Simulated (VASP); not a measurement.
# Li (I4/mmm) in VASP: further runs

Runs on Li. Level: LDA. Tasks: single point.

Program: VASP 6.6.1. These are calculated values, not measurements. Logs are shortened: lines on timing, memory, paths and dates and some standing lists are left out, and cuts for length are marked.

**1. The cell of the first run**

It takes space group I4/mmm (No. 139, tetragonal). The conventional cell has a = 3.114 Å, b = 3.114 Å, c = 4.536 Å, α = 90.00°, β = 90.00°, γ = 90.00°. Li (site symmetry 4/mmm) has 12 Li at 3.11 to 3.16 Å within 4.1 Å.

**2. Single point, LDA (strain +0.0300 x Voigt [0, 0, 1, 0, 0, 0])**

File INCAR:

```
SYSTEM = Li
PREC = Accurate
ENCUT = 520
EDIFF = 1E-6
ISMEAR = 0
SIGMA = 0.15
LREAL = .False.
LASPH = .True.
NELM = 100
ALGO = Normal
ISIF = 2
LWAVE = .False.
LCHARG = .False.
NBANDS = 8
```

File KPOINTS:

```
regular mesh
0
Gamma
  18 18 18
  0 0 0
```

File POSCAR:

```
Li
1.0
    0.0000000000      2.2020000000      2.2680600000
    2.2020000000      0.0000000000      2.2680600000
    2.2020000000      2.2020000000      0.0000000000
Li
1
Direct
    0.0000000000      0.0000000000      0.0000000000
```

Potentials or basis: VASP PAW LDA potentials, release 64 (Li_sv).

The run is started by

```console
> cat potpaw_LDA.64/Li_sv/POTCAR > POTCAR
> mpirun -np 1 vasp_std > vasp.out
```

OUTCAR:

```text
SYSTEM = Li
   PREC = Accurate
   ENCUT = 520
   EDIFF = 1E-6
   ISMEAR = 0
   LREAL = .False.
   LASPH = .True.
   NELM = 100
   ISIF = 2

 ion  position               nearest neighbor table
   1  0.000  0.000  0.000-

  LATTYP: Found a body centered tetragonal cell.
 ALAT       =     3.1140982643
 C/A-ratio  =     1.4566399692

  Lattice vectors:

 A1 = (  -2.2020000000,   0.0000000000,   2.2680600000)
 A2 = (   2.2020000000,   0.0000000000,   2.2680600000)
 A3 = (   0.0000000000,   2.2020000000,  -2.2680600000)

Analysis of symmetry for initial positions (statically):
=====================================================================
 Subroutine PRICEL returns:
 Original cell was already a primitive cell.

 Routine SETGRP: Setting up the symmetry group for a
 body centered tetragonal supercell.

 Subroutine GETGRP returns: Found 16 space group operations
 (whereof 16 operations were pure point group operations)
 out of a pool of 16 trial point group operations.

The static configuration has the point symmetry D_4h.

Analysis of symmetry for dynamics (positions and initial velocities):
=====================================================================
 Subroutine PRICEL returns:
 Original cell was already a primitive cell.

 Routine SETGRP: Setting up the symmetry group for a
 body centered tetragonal supercell.

 Subroutine GETGRP returns: Found 16 space group operations
 (whereof 16 operations were pure point group operations)
 out of a pool of 16 trial point group operations.

The dynamic configuration has the point symmetry D_4h.

 Subroutine INISYM returns: Found 16 space group operations
 (whereof 16 operations are pure point group operations),
 and found     1 'primitive' translations

----------------------------------------------------------------------------------------

                                     Primitive cell

  volume of cell :      21.9948

  direct lattice vectors                    reciprocal lattice vectors
     0.000000000  2.202000000  2.268060000    -0.227066303  0.227066303  0.220452722
     2.202000000  0.000000000  2.268060000     0.227066303 -0.227066303  0.220452722
     2.202000000  2.202000000  0.000000000     0.227066303  0.227066303 -0.220452722

  length of vectors
     3.161154878  3.161154878  3.114098264     0.389509454  0.389509454  0.389509454

  position of ions in fractional coordinates (direct lattice)
     0.000000000  0.000000000  0.000000000

  ion indices of the primitive-cell ions
   primitive index   ion index
                 1           1

----------------------------------------------------------------------------------------

 KPOINTS: regular mesh

Automatic generation of k-mesh.
 Grid dimensions read from file:
 generate k-points for:   18   18   18

 Generating k-lattice:

  Cartesian coordinates                     Fractional coordinates (reciprocal lattice)
    -0.012614795  0.012614795  0.012247373     0.055555556  0.000000000  0.000000000
     0.012614795 -0.012614795  0.012247373     0.000000000  0.055555556  0.000000000
     0.012614795  0.012614795 -0.012247373    -0.000000000 -0.000000000  0.055555556

  Length of vectors
     0.021639414  0.021639414  0.021639414

  Shift w.r.t. Gamma in fractional coordinates (k-lattice)
     0.000000000  0.000000000  0.000000000

 Subroutine IBZKPT returns following result:
 ===========================================

 Found    480 irreducible k-points:

 Following reciprocal coordinates:
            Coordinates               Weight
  0.000000  0.000000  0.000000      1.000000
  0.055556  0.000000  0.000000      8.000000
  0.111111  0.000000  0.000000      8.000000
  0.166667  0.000000  0.000000      8.000000
  0.222222  0.000000  0.000000      8.000000
  0.277778  0.000000  0.000000      8.000000
[... 16 lines left out ...]
 -0.277778  0.055556  0.000000      8.000000
 -0.222222  0.055556  0.000000      8.000000
 [... further k-points ...]
   k-points           NKPTS =    480   k-points in BZ     NKDIM =    480   number of bands    NBANDS=      8
   number of dos      NEDOS =    301   number of ions     NIONS =      1
   total plane-waves  NPLWV =  13824
   dimension x,y,z NGX =    24 NGY =   24 NGZ =   24
   dimension x,y,z NGXF=    48 NGYF=   48 NGZF=   48
   ions per type =               1
   NGX,Y,Z   is equivalent  to a cutoff of  12.62, 12.62, 12.81 a.u.
   NGXF,Y,Z  is equivalent  to a cutoff of  25.24, 25.24, 25.62 a.u.
 SYSTEM =  Li
   PREC   = accura    normal or accurate (medium, high low for compatibility)
   ISTART =      0    job   : 0-new  1-cont  2-samecut
   ICHARG =      2    charge: 1-file 2-atom 10-const
   ISPIN  =      1    spin polarized calculation?
   LNONCOLLINEAR =      F non collinear calculations
   LSORBIT =      F    spin-orbit coupling
   LASPH  =      T    aspherical Exc in radial PAW
   ENCUT  =  520.0 eV  38.22 Ry    6.18 a.u.   5.88  5.88  5.79*2*pi/ulx,y,z
   NELM   =    100;   NELMIN=  2; NELMDL= -5     # of ELM steps
   EDIFF  = 0.1E-05   stopping-criterion for ELM
   LREAL  =      F    real-space projection
   EDIFFG = 0.1E-04   stopping-criterion for IOM
   NSW    =      0    number of steps for IOM
   IBRION =     -1    ionic relax: 0-MD 1-quasi-New 2-CG
   NFREE  =      0    steps in history (QN), initial steepest desc. (CG)
   ISIF   =      2    stress and relaxation
   ISYM   =      2    0-nonsym 1-usesym 2-fastsym
   POTIM  = 0.5000    time-step for ionic-motion
   TEBEG  =    0.0;   TEEND  =   0.0 temperature during run
   PSTRESS=    0.0 pullay stress
   NELECT =       3.0000    total number of electrons
   NUPDOWN=      -1.0000    fix difference up-down
   EMIN   =  10.00;   EMAX   =-10.00  energy-range for DOS
   EFERMI =   0.00;   METHOD = LEGACY
   ISMEAR =     0;   SIGMA  =   0.15  broadening in eV -4-tet -1-fermi 0-gaus
   EFERMI_NEDOS =   21; number of points for ismear=-14 and -15
   IALGO  =     38    algorithm
   IMIX   =      4    mixing-type and parameters
     AMIX     =   0.40;   BMIX     =  1.00
     AMIX_MAG =   1.60;   BMIX_MAG =  1.00
  volume/ion in A,a.u.               =      21.99       148.43
  Fermi-wavevector in a.u.,A,eV,Ry     =   0.842705  1.592481  9.662199  0.710152
  Thomas-Fermi vector in A             =   1.957454
   LORBIT       =      0    0 simple, 1 ext, 2 COOP (PROOUT), +10 PAW based schemes
   GGA     = CA    functional components
   LHFCALC =     F    Hartree Fock is set to
   AEXX    =    0.0000 exact exchange contribution
   IVDW    =     0    specifies the selected vdW correction
   LEPSILON=     F    determine dielectric tensor
   LRPA    =     F    only Hartree local field effects (RPA)
 non-spin polarized calculation
 Gauss-broadening in eV      SIGMA  =   0.15
  energy-cutoff  :      520.00
  volume of cell :       21.99
 maximum number of plane-waves:       612
   NGX = 11   NGY = 11   NGZ = 11

 number of electron       3.0000007 magnetization

 Free energy of the ion-electron system (eV)
  ---------------------------------------------------
  ext. energy  EPLUGINS =         0.00000000
  ---------------------------------------------------
  free energy    TOTEN  =        -2.03213356 eV

  energy without entropy =       -2.02716841  energy(sigma->0) =       -2.02965099

 E-fermi :   0.3909     XC(G=0):  -6.9412

 val. band max:        0.3588261162   @ k =   0.4444   0.3889   0.0556
 cond. band min:       0.3911325227   @ k =   0.5000   0.0000   0.0000
 fundamental gap:      0.0323064065
 Fermi energy:         0.3909391590

 k-point     1 :       0.0000    0.0000    0.0000
  band No.  band energies     occupation
      1     -45.3942      2.00000
      2      -3.0130      2.00000
      3      13.6888      0.00000
      4      13.6888      0.00000
      5      13.7089      0.00000
      6      17.6348      0.00000
      7      17.7407      0.00000
      8      17.7407      0.00000

 k-point     2 :       0.0556    0.0000    0.0000
  band No.  band energies     occupation
      1     -45.3938      2.00000
      2      -2.9604      2.00000
      3      13.1561      0.00000
      4      13.5762      0.00000
      5      13.5902      0.00000
      6      17.1130      0.00000
      7      17.8761      0.00000
      8      17.9366      0.00000

 k-point     3 :       0.1111    0.0000    0.0000
  band No.  band energies     occupation
      1     -45.3926      2.00000
      2      -2.8023      2.00000
      3      11.8407      0.00000
      4      13.2715      0.00000
      5      13.3509      0.00000
      6      16.8928      0.00000
      7      18.3453      0.00000
      8      18.4293      0.00000

 k-point     4 :       0.1667    0.0000    0.0000
  band No.  band energies     occupation
      1     -45.3906      2.00000
      2      -2.5388      2.00000
      3      10.2542      0.00000
      4      12.9128      0.00000
      5      13.0691      0.00000
      6      17.0281      0.00000
      7      18.5108      0.00000
      8      18.9009      0.00000

 k-point     5 :       0.2222    0.0000    0.0000
  band No.  band energies     occupation
      1     -45.3882      2.00000
      2      -2.1707      2.00000
      3       8.6504      0.00000
      4      12.5774      0.00000
      5      12.8117      0.00000
      6      17.2920      0.00000
      7      17.9809      0.00000
      8      18.7429      0.00000
[... 177 lines left out ...]
 k-point    22 :      -0.3333    0.0556    0.0000
  band No.  band energies     occupation
      1     -45.3824      2.00000
      2      -0.8703      2.00000
      3       5.2774      0.00000
      4      11.2666      0.00000
      5      12.7574      0.00000
      6      16.2248      0.00000
      7      17.0026      0.00000
      8      18.4957      0.00000

 k-point    23 :      -0.2778    0.0556    0.0000
  band No.  band energies     occupation
      1     -45.3846      2.00000
      2      -1.4617      2.00000
      3       6.6266      0.00000
      4      11.3710      0.00000
      5      13.0174      0.00000
      6      16.7783      0.00000
      7      17.4834      0.00000
      8      18.5911      0.00000

 k-point    24 :      -0.2222    0.0556    0.0000
  band No.  band energies     occupation
      1     -45.3870      2.00000
      2      -1.9665      2.00000
      3       8.1100      0.00000
      4      11.5788      0.00000
      5      13.2772      0.00000
      6      17.1128      0.00000
      7      18.1050      0.00000
      8      18.5327      0.00000

 [... further k-points ...]

------------------------ aborting loop because EDIFF is reached ----------------------------------------

  FORCE on cell =-STRESS in cart. coord.  units (eV):
  Direction    XX          YY          ZZ          XY          YZ          ZX
  --------------------------------------------------------------------------------------
  -------------------------------------------------------------------------------------
  Total       -0.2448586     -0.2448586     -0.2663261      0.0000000      0.0000000      0.0000000
  in kB      -17.8363830    -17.8363830    -19.4001526      0.0000000      0.0000000      0.0000000
  external PRESSURE =     -18.3576395 kB  Pullay stress =       0.0000000 kB

 VOLUME and BASIS-vectors are now :
 -----------------------------------------------------------------------------
  energy-cutoff  :      520.00
  volume of cell :       21.99
      direct lattice vectors                 reciprocal lattice vectors
     0.000000000  2.202000000  2.268060000    -0.227066303  0.227066303  0.220452722
     2.202000000  0.000000000  2.268060000     0.227066303 -0.227066303  0.220452722
     2.202000000  2.202000000  0.000000000     0.227066303  0.227066303 -0.220452722

 POSITION                                       TOTAL-FORCE (eV/Angst)
 -----------------------------------------------------------------------------------
      0.00000      0.00000      0.00000        -0.000000      0.000000      0.000000
 -----------------------------------------------------------------------------------
    total drift:                               -0.000000      0.000000      0.000000

  FREE ENERGIE OF THE ION-ELECTRON SYSTEM (eV)
  ---------------------------------------------------
  free  energy   TOTEN  =        -2.0321335618 eV

  energy  without entropy=       -2.0271684136  energy(sigma->0) =       -2.02965099
```

It took 41 s on 1 thread of Intel Xeon Platinum 8259CL at 2.50GHz (Skylake/Cascade Lake), shared host; peak memory 0.17 GiB.

What came out:

| Property | Result |
| --- | --- |
| Free energy | -2.0321 eV |
| Band gap on the k mesh | zero (an odd number of electrons rules out a gap without spin polarisation) |

Caveat: the cell differs from its parent crystal (strain +0.0300 x Voigt [0, 0, 1, 0, 0, 0]); the cutoff is under 1.25 times the usual one of these potentials, so pressure, stress and relaxed cells hold a basis-set (Pulay) error.

**3. Single point, LDA (strain +0.0450 x Voigt [0, 0, 1, 0, 0, 0])**

INCAR: that of step 2 with these lines changed.

```diff
@@ -3,3 +3,3 @@
 ENCUT = 520
-EDIFF = 1E-6
+EDIFF = 1E-7
 ISMEAR = 0
@@ -8,3 +8,3 @@
 LASPH = .True.
-NELM = 100
+NELM = 80
 ALGO = Normal
```

File KPOINTS:

```
Automatic mesh
0
Gamma
  18 18 18
  0 0 0
```

File POSCAR:

```
Li
1.0
    0.0000000000      2.2020000000      2.3010900000
    2.2020000000      0.0000000000      2.3010900000
    2.2020000000      2.2020000000      0.0000000000
Li
1
Direct
    0.0000000000      0.0000000000      0.0000000000
```

Potentials or basis: VASP PAW LDA potentials, release 64 (Li_sv).

The run is started by

```console
> cat potpaw_LDA.64/Li_sv/POTCAR > POTCAR
> mpirun -np 1 vasp_std > vasp.out
```

It took 42 s on 1 thread of Intel Xeon Platinum 8259CL at 2.50GHz (Skylake/Cascade Lake), shared host; peak memory 0.17 GiB.

It converged, with:

```
Free energy            : -2.0283 eV
Band gap on the k mesh : zero (an odd number of electrons rules out a gap without spin polarisation)
```

Levels at points of the mesh, in eV from the Fermi level:
```
           k point  band 1  band 2  band 3  band 4  band 5
(0.00, 0.00, 0.00)  -45.81   -3.38   13.16   13.16   13.18
(0.50, 0.00, 0.00)  -45.80    0.01    2.65   11.20   11.94
(0.50, 0.50, 0.00)  -45.79    1.09    4.03    8.18    8.18
(0.50, 0.00, 0.50)  -45.79    1.60    4.60    7.50    7.72
```

Caveat: the cell differs from its parent crystal (strain +0.0450 x Voigt [0, 0, 1, 0, 0, 0]); the cutoff is under 1.25 times the usual one of these potentials, so pressure, stress and relaxed cells hold a basis-set (Pulay) error.

**4. Single point, LDA (strain +0.0525 x Voigt [0, 0, 1, 0, 0, 0])**

File INCAR:

```
SYSTEM = Li
PREC = Accurate ; ENCUT = 520
EDIFF = 1E-6 ; ISMEAR = 0
SIGMA = 0.15 ; LREAL = .False.
LASPH = .True. ; NELM = 100
ALGO = Normal ; ISIF = 2
LWAVE = .False. ; LCHARG = .False.
GGA = CA ; NBANDS = 8
```

File KPOINTS:

```
regular mesh
0
Gamma
  18 18 18
  0 0 0
```

File POSCAR:

```
Li
1.0
    0.0000000000      2.2020000000      2.3176050000
    2.2020000000      0.0000000000      2.3176050000
    2.2020000000      2.2020000000      0.0000000000
Li
1
Direct
    0.0000000000      0.0000000000      0.0000000000
```

The run is started by

```console
> cat potpaw_LDA.64/Li_sv/POTCAR > POTCAR
> mpirun -np 1 vasp_std > vasp.out
```

It took 39 s on 1 thread of Intel Xeon Platinum 8259CL at 2.50GHz (Skylake/Cascade Lake), shared host; peak memory 0.17 GiB.

The run converged. Its results:

| Item | Value |
| --- | --- |
| Free energy | -2.0262 eV |
| Band gap on the k mesh | zero (an odd number of electrons rules out a gap without spin polarisation) |

Levels at points of the mesh, in eV from the Fermi level:
```
           k point  band 1  band 2  band 3  band 4  band 5
(0.00, 0.00, 0.00)  -45.82   -3.38   13.10   13.10   13.12
(0.50, 0.00, 0.00)  -45.81    0.01    2.63   11.08   11.94
(0.50, 0.50, 0.00)  -45.81    1.03    3.95    8.20    8.20
(0.50, 0.00, 0.50)  -45.80    1.62    4.61    7.42    7.67
```

Caveat: the cell differs from its parent crystal (strain +0.0525 x Voigt [0, 0, 1, 0, 0, 0]); the cutoff is under 1.25 times the usual one of these potentials, so pressure, stress and relaxed cells hold a basis-set (Pulay) error.

(Part 1 of 2 ends here.)

The gap in the log of VASP goes by the Fermi energy; the results here count the filled bands.